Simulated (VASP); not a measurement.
# MgF2 (P4_2/mnm) in VASP: further runs

The runs below take MgF2 through single point, with HSE06, r2SCAN.

Program: VASP 6.6.1. These are calculated values, not measurements. Logs are shortened: lines on timing, memory, paths and dates and some standing lists are left out, and cuts for length are marked.

## Step 1: The cell of the first run

It takes space group P4_2/mnm (No. 136, tetragonal). Conventional cell: a = 4.622 Å, b = 4.622 Å, c = 3.107 Å, α = 90.00°, β = 90.00°, γ = 90.00°. Within 2.6 Å of Mg (site symmetry mmm) lie 6 F at 1.99 to 2.01 Å. F (site symmetry m2m) has 3 Mg at 1.99 to 2.01 Å and 1 F at 2.57 Å within 2.6 Å.

## Step 2: Single point, HSE06 (uniaxial z strain +2.0%)

Input file POSCAR:

```
MgF2
1.0
    4.6220159946      0.0000000000      0.0000000000
    0.0000000000      4.6220159946      0.0000000000
    0.0000000000      0.0000000000      3.1070339947
Mg F
2 4
Direct
    0.0000000000      0.0000000000      0.0000000000
    0.5000000000      0.5000000000      0.5000000000
    0.3037306658      0.3037306658      0.0000000000
    0.1962693342      0.8037306658      0.5000000000
    0.8037306658      0.1962693342      0.5000000000
    0.6962693342      0.6962693342      0.0000000000
```

Input file INCAR.step1:

```
SYSTEM = MgF2
PREC     = Accurate       ! precision mode
ENCUT    = 520            ! plane-wave cutoff, eV
EDIFF    = 1E-5           ! SCF threshold, eV
ISMEAR   = 0              ! smearing method
SIGMA    = 0.01           ! smearing width, eV
LREAL    = .False.        ! projectors in reciprocal space
LASPH    = .True.         ! aspherical terms in the spheres
NELM     = 120            ! most SCF steps
ALGO     = Normal         ! electronic algorithm
ISIF     = 2              ! what is computed and relaxed
LWAVE    = .True.         ! write WAVECAR
LCHARG   = .False.        ! write CHGCAR
GGA      = PE             ! functional
NBANDS   = 25             ! bands
GGA_COMPAT= .False.      
KPAR     = 4
```

Input file INCAR.step2:

```
SYSTEM = MgF2
PREC     = Accurate       ! precision mode
ENCUT    = 520            ! plane-wave cutoff, eV
EDIFF    = 1E-6           ! SCF threshold, eV
ISMEAR   = 0              ! smearing method
SIGMA    = 0.01           ! smearing width, eV
LREAL    = .False.        ! projectors in reciprocal space
LASPH    = .True.         ! aspherical terms in the spheres
NELM     = 120            ! most SCF steps
ALGO     = Normal         ! electronic algorithm
ISIF     = 2              ! what is computed and relaxed
LWAVE    = .False.        ! write WAVECAR
LCHARG   = .False.        ! write CHGCAR
GGA      = PE             ! functional
LHFCALC  = .True.         ! exact exchange
HFSCREEN = 0.2079         ! screening, 1/A
PRECFOCK = Normal       
ISTART   = 1            
NBANDS   = 25             ! bands
GGA_COMPAT= .False.      
KPAR     = 4
```

Input file KPOINTS:

```
Automatic mesh
0
Gamma
  4 4 6
  0 0 0
```

Potentials or basis: VASP PAW PBE potentials, release 64 (Mg, F).

Started as:

```sh
$ cat potpaw_PBE.64/Mg/POTCAR potpaw_PBE.64/F/POTCAR > POTCAR
$ cp INCAR.step1 INCAR
$ mpirun -np 4 vasp_std > vasp.out
$ cp INCAR.step2 INCAR
$ mpirun -np 4 vasp_std > vasp.out
```

OUTCAR:

```text
SYSTEM = MgF2
   PREC = Accurate
   ENCUT = 520
   EDIFF = 1E-6
   ISMEAR = 0
   LREAL = .False.
   LASPH = .True.
   NELM = 120
   ISIF = 2
   GGA = PE
   LHFCALC = .True.
   HFSCREEN = 0.2079
   PRECFOCK = Normal
   ISTART = 1

 ion  position               nearest neighbor table
   1  0.000  0.000  0.000-   3 1.99   6 1.99   5 2.01   4 2.01   4 2.01   5 2.01   2 3.62   2 3.62
                             2 3.62   2 3.62   2 3.62   2 3.62   2 3.62   2 3.62
   2  0.500  0.500  0.500-   4 1.99   5 1.99   3 2.01   6 2.01   3 2.01   6 2.01   1 3.62   1 3.62
                             1 3.62   1 3.62   1 3.62   1 3.62   1 3.62   1 3.62
   3  0.304  0.304  0.000-   1 1.99   2 2.01   2 2.01
   4  0.196  0.804  0.500-   2 1.99   1 2.01   1 2.01
   5  0.804  0.196  0.500-   2 1.99   1 2.01   1 2.01
   6  0.696  0.696  0.000-   1 1.99   2 2.01   2 2.01

  LATTYP: Found a simple tetragonal cell.
 ALAT       =     4.6220159946
 C/A-ratio  =     0.6722248470

  Lattice vectors:

 A1 = (   4.6220159946,   0.0000000000,   0.0000000000)
 A2 = (   0.0000000000,   4.6220159946,   0.0000000000)
 A3 = (   0.0000000000,   0.0000000000,   3.1070339947)

Analysis of symmetry for initial positions (statically):
=====================================================================
 Subroutine PRICEL returns:
 Original cell was already a primitive cell.

 Routine SETGRP: Setting up the symmetry group for a
 simple tetragonal supercell.

 Subroutine GETGRP returns: Found 16 space group operations
 (whereof  8 operations were pure point group operations)
 out of a pool of 16 trial point group operations.

The static configuration has the point symmetry D_2h.
 The point group associated with its full space group is D_4h.

Analysis of symmetry for dynamics (positions and initial velocities):
=====================================================================
 Subroutine PRICEL returns:
 Original cell was already a primitive cell.

 Routine SETGRP: Setting up the symmetry group for a
 simple tetragonal supercell.

 Subroutine GETGRP returns: Found 16 space group operations
 (whereof  8 operations were pure point group operations)
 out of a pool of 16 trial point group operations.

The dynamic configuration has the point symmetry D_2h.
 The point group associated with its full space group is D_4h.

 Subroutine INISYM returns: Found 16 space group operations
 (whereof  8 operations are pure point group operations),
 and found     1 'primitive' translations

----------------------------------------------------------------------------------------

                                     Primitive cell

  volume of cell :      66.3757

  direct lattice vectors                    reciprocal lattice vectors
     4.622015995  0.000000000  0.000000000     0.216355807  0.000000000  0.000000000
     0.000000000  4.622015995  0.000000000     0.000000000  0.216355807  0.000000000
     0.000000000  0.000000000  3.107033995     0.000000000  0.000000000  0.321850357

  length of vectors
     4.622015995  4.622015995  3.107033995     0.216355807  0.216355807  0.321850357

  position of ions in fractional coordinates (direct lattice)
     0.000000000  0.000000000  0.000000000
     0.500000000  0.500000000  0.500000000
     0.303730666  0.303730666  0.000000000
     0.196269334  0.803730666  0.500000000
     0.803730666  0.196269334  0.500000000
     0.696269334  0.696269334  0.000000000

  ion indices of the primitive-cell ions
   primitive index   ion index
                 1           1
                 2           2
                 3           3
                 4           4
                 5           5
                 6           6

----------------------------------------------------------------------------------------

 KPOINTS: Automatic mesh

Automatic generation of k-mesh.
 Grid dimensions read from file:
 generate k-points for:    4    4    6

 Generating k-lattice:

  Cartesian coordinates                     Fractional coordinates (reciprocal lattice)
     0.054088952  0.000000000  0.000000000     0.250000000  0.000000000  0.000000000
     0.000000000  0.054088952  0.000000000     0.000000000  0.250000000  0.000000000
     0.000000000  0.000000000  0.053641726     0.000000000  0.000000000  0.166666667

  Length of vectors
     0.054088952  0.054088952  0.053641726

  Shift w.r.t. Gamma in fractional coordinates (k-lattice)
     0.000000000  0.000000000  0.000000000

 Subroutine IBZKPT returns following result:
 ===========================================

 Found     24 irreducible k-points:

 Following reciprocal coordinates:
            Coordinates               Weight
  0.000000  0.000000  0.000000      1.000000
  0.250000  0.000000  0.000000      4.000000
  0.500000  0.000000  0.000000      2.000000
  0.250000  0.250000  0.000000      4.000000
  0.500000  0.250000  0.000000      4.000000
  0.500000  0.500000  0.000000      1.000000
[... 16 lines left out ...]
  0.500000  0.250000  0.500000      4.000000
  0.500000  0.500000  0.500000      1.000000
   k-points           NKPTS =     24   k-points in BZ     NKDIM =     96   number of bands    NBANDS=     25
   number of dos      NEDOS =    301   number of ions     NIONS =      6
   total plane-waves  NPLWV =  31104
   dimension x,y,z NGX =    36 NGY =   36 NGZ =   24
   dimension x,y,z NGXF=    72 NGYF=   72 NGZF=   48
   ions per type =               2   4
   NGX,Y,Z   is equivalent  to a cutoff of  12.95, 12.95, 12.84 a.u.
   NGXF,Y,Z  is equivalent  to a cutoff of  25.90, 25.90, 25.68 a.u.
 SYSTEM =  MgF2
   PREC   = accura    normal or accurate (medium, high low for compatibility)
   ISTART =      1    job   : 0-new  1-cont  2-samecut
   ICHARG =      0    charge: 1-file 2-atom 10-const
   ISPIN  =      1    spin polarized calculation?
   LNONCOLLINEAR =      F non collinear calculations
   LSORBIT =      F    spin-orbit coupling
   LASPH  =      T    aspherical Exc in radial PAW
   ENCUT  =  520.0 eV  38.22 Ry    6.18 a.u.   8.59  8.59  5.78*2*pi/ulx,y,z
   NELM   =    120;   NELMIN=  2; NELMDL=  0     # of ELM steps
   EDIFF  = 0.1E-05   stopping-criterion for ELM
   LREAL  =      F    real-space projection
   EDIFFG = 0.1E-04   stopping-criterion for IOM
   NSW    =      0    number of steps for IOM
   IBRION =     -1    ionic relax: 0-MD 1-quasi-New 2-CG
   NFREE  =      0    steps in history (QN), initial steepest desc. (CG)
   ISIF   =      2    stress and relaxation
   ISYM   =      3    0-nonsym 1-usesym 2-fastsym
   POTIM  = 0.5000    time-step for ionic-motion
   TEBEG  =    0.0;   TEEND  =   0.0 temperature during run
   PSTRESS=    0.0 pullay stress
   NELECT =      32.0000    total number of electrons
   NUPDOWN=      -1.0000    fix difference up-down
   EMIN   =  10.00;   EMAX   =-10.00  energy-range for DOS
   EFERMI =   0.00;   METHOD = LEGACY
   ISMEAR =     0;   SIGMA  =   0.01  broadening in eV -4-tet -1-fermi 0-gaus
   EFERMI_NEDOS =   21; number of points for ismear=-14 and -15
   IALGO  =     38    algorithm
   IMIX   =      1    mixing-type and parameters
     AMIX     =   0.40;   BMIX     =  1.00
     AMIX_MAG =   1.60;   BMIX_MAG =  1.00
  volume/ion in A,a.u.               =      11.06        74.65
  Fermi-wavevector in a.u.,A,eV,Ry     =   1.283675  2.425795 22.419984  1.647822
  Thomas-Fermi vector in A             =   2.415914
   LORBIT       =      0    0 simple, 1 ext, 2 COOP (PROOUT), +10 PAW based schemes
   GGA     = PE    functional components
   LHFCALC =     T    Hartree Fock is set to
   PRECFOCK=normal    Normal, Fast or Accurate (Low or Medium for compatibility)
   ENCUT4O =  -1.0   cutoff for four orbital integrals eV
   NKREDX  =     1    reduce k-point grid by
   NKREDY  =     1    reduce k-point grid by
   NKREDZ  =     1    reduce k-point grid by
   AEXX    =    0.2500 exact exchange contribution
   HFSCREEN=    0.2079 screening length (either q_TF or 0.3 A-1)
   HFSCREENC=   0.2079 screening length for correlation (either q_TF or 0.3 A-1)
   ENCUTFOCK=  -1.0 apply spherical cutoff to Coloumb kernel
   IVDW    =     0    specifies the selected vdW correction
   LEPSILON=     F    determine dielectric tensor
   LRPA    =     F    only Hartree local field effects (RPA)
 non-spin polarized calculation
 Gauss-broadening in eV      SIGMA  =   0.01
  energy-cutoff  :      520.00
  volume of cell :       66.38
 maximum number of plane-waves:      1819
 NGX is ok and might be reduce to    36
  NGX = 28; NGY = 28; NGZ = 18

 number of electron      32.0000026 magnetization

 Free energy of the ion-electron system (eV)
  ---------------------------------------------------
  ext. energy  EPLUGINS =         0.00000000
  ---------------------------------------------------
  free energy    TOTEN  =       -38.30020636 eV

  energy without entropy =      -38.30020636  energy(sigma->0) =      -38.30020636

 E-fermi :  -2.9424     XC(G=0):  -7.9211

 val. band max:       -3.0758874296   @ k =   0.0000   0.0000   0.0000
 cond. band min:       6.1593036039   @ k =   0.0000   0.0000   0.0000
 fundamental gap:      9.2351910335
 Fermi energy:        -2.9424468887

 k-point     1 :       0.0000    0.0000    0.0000
  band No.  band energies     occupation
      1     -25.3059      2.00000
      2     -24.4921      2.00000
      3     -24.4921      2.00000
      4     -24.4149      2.00000
      5      -7.1459      2.00000
      6      -5.5740      2.00000
[... 17 lines left out ...]
     24      18.0170      0.00000
     25      18.0170      0.00000

 k-point     2 :       0.2500    0.0000    0.0000
  band No.  band energies     occupation
      1     -25.2065      2.00000
      2     -24.6639      2.00000
      3     -24.4663      2.00000
      4     -24.3794      2.00000
      5      -6.9177      2.00000
      6      -5.7170      2.00000
[... 17 lines left out ...]
     24      17.4741      0.00000
     25      18.0691      0.00000
[... 586 lines left out ...]
     24      14.9121      0.00000
     25      16.8413      0.00000

 k-point    24 :       0.5000    0.5000    0.5000
  band No.  band energies     occupation
      1     -24.6710      2.00000
      2     -24.6710      2.00000
      3     -24.4677      2.00000
      4     -24.4677      2.00000
      5      -6.8564      2.00000
      6      -6.8564      2.00000
[... 17 lines left out ...]
     24      14.3776      0.00000
     25      17.4703      0.00000

------------------------ aborting loop because EDIFF is reached ----------------------------------------

  FORCE on cell =-STRESS in cart. coord.  units (eV):
  Direction    XX          YY          ZZ          XY          YZ          ZX
  --------------------------------------------------------------------------------------
  -------------------------------------------------------------------------------------
  Total       -0.2226310     -0.2226310     -1.3847502      0.0000000      0.0000000      0.0000000
  in kB       -5.3738710     -5.3738710    -33.4251317      0.0000000      0.0000000      0.0000000
  external PRESSURE =     -14.7242912 kB  Pullay stress =       0.0000000 kB

 VOLUME and BASIS-vectors are now :
 -----------------------------------------------------------------------------
  energy-cutoff  :      520.00
  volume of cell :       66.38
      direct lattice vectors                 reciprocal lattice vectors
     4.622015995  0.000000000  0.000000000     0.216355807  0.000000000  0.000000000
     0.000000000  4.622015995  0.000000000     0.000000000  0.216355807  0.000000000
     0.000000000  0.000000000  3.107033995     0.000000000  0.000000000  0.321850357

 POSITION                                       TOTAL-FORCE (eV/Angst)
 -----------------------------------------------------------------------------------
      0.00000      0.00000      0.00000        -0.000000      0.000000      0.000000
      2.31101      2.31101      1.55352        -0.000000      0.000000      0.000000
      1.40385      1.40385      0.00000         0.009055      0.009055      0.000000
      0.90716      3.71486      1.55352        -0.009055      0.009055      0.000000
      3.71486      0.90716      1.55352         0.009055     -0.009055     -0.000000
      3.21817      3.21817      0.00000        -0.009055     -0.009055     -0.000000
 -----------------------------------------------------------------------------------
    total drift:                               -0.000000     -0.000000     -0.000000

  FREE ENERGIE OF THE ION-ELECTRON SYSTEM (eV)
  ---------------------------------------------------
  free  energy   TOTEN  =       -38.3002063594 eV

  energy  without entropy=      -38.3002063594  energy(sigma->0) =      -38.30020636
```

Run time: 17 min. Hardware: 4 MPI ranks of Intel Xeon Platinum 8488C (Sapphire Rapids), shared host; peak memory 0.31 GiB.

What came out:

```yaml
Free_energy: -38.3002 eV
Pressure: -1.5 GPa
Largest_force: 0.013 eV/Å
Band_gap_on_the_k_mesh: 9.24 eV
```

Forces in eV/Å, atoms in the order of the input:
```
Mg   0.000  0.000  0.000
Mg   0.000  0.000  0.000
F    0.009  0.009  0.000
F   -0.009  0.009  0.000
F    0.009 -0.009  0.000
F   -0.009 -0.009  0.000
```

Levels at points of the mesh, in eV from the valence-band top:
| k point | band 14 | band 15 | band 16 | band 17 | band 18 | band 19 |
| --- | --- | --- | --- | --- | --- | --- |
| (0.00, 0.00, 0.00) | -0.27 | -0.27 | 0.00 | 9.24 | 14.48 | 14.48 |
| (0.50, 0.00, 0.00) | -0.95 | -0.36 | -0.36 | 11.70 | 11.70 | 15.71 |
| (0.50, 0.50, 0.00) | -0.88 | -0.76 | -0.76 | 13.51 | 13.51 | 13.53 |
| (0.00, 0.00, 0.50) | -1.17 | -0.86 | -0.86 | 14.05 | 14.05 | 17.26 |
| (0.50, 0.00, 0.50) | -0.69 | -0.66 | -0.66 | 15.03 | 15.03 | 15.72 |
| (0.50, 0.50, 0.50) | -0.61 | -0.45 | -0.45 | 15.53 | 15.53 | 15.69 |

Caveat: the cell differs from its parent crystal (uniaxial z strain +2.0%); the PAW data sets were made with another functional, which shifts forces and pressure a little.

(Part 1 of 2 ends here.)
